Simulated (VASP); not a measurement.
Runs of VASP 6.6.1 on HfS2. The structure is that of space group P-3m1 (No. 164), or close to it. The cells are those of the table. 

```csv
cell,gap on the mesh (eV),pressure (GPa),largest force (eV/Å)
"a = 3.606, b = 3.606, c = 5.972 Å, angles 90.0, 90.0, 120.0°, 3 atoms",0.90,(a),0.63
"a = 3.606, b = 3.606, c = 5.713 Å, angles 90.0, 90.0, 120.0°, 3 atoms",0.86,0.4,0.10
"a = 3.606, b = 3.606, c = 5.886 Å, angles 90.0, 90.0, 120.0°, 3 atoms",(b),-2.4,0.39
"a = 3.606, b = 3.606, c = 5.943 Å, angles 90.0, 90.0, 120.0°, 3 atoms",0.92,-3.2,0.55
"a = 3.606, b = 3.606, c = 5.597 Å, angles 90.0, 90.0, 120.0°, 3 atoms",0.83,2.4,0.42
```

Alike in all rows: task single point; level PBE+D3(BJ); potentials or basis VASP PAW PBE potentials, release 64 (Hf_pv, S); no spin polarisation; k mesh 12 × 12 × 6; cutoff (eV) 500; smearing gaussian 0.05 eV.

Problem. Fill in the values left out.

Solution. (a) -3.6; (b) 0.91.

Caveats: spin-orbit coupling is left out, which moves the levels of the heavy elements.

A k mesh can miss the band edges, and the runs leave out spin-orbit coupling on Hf.
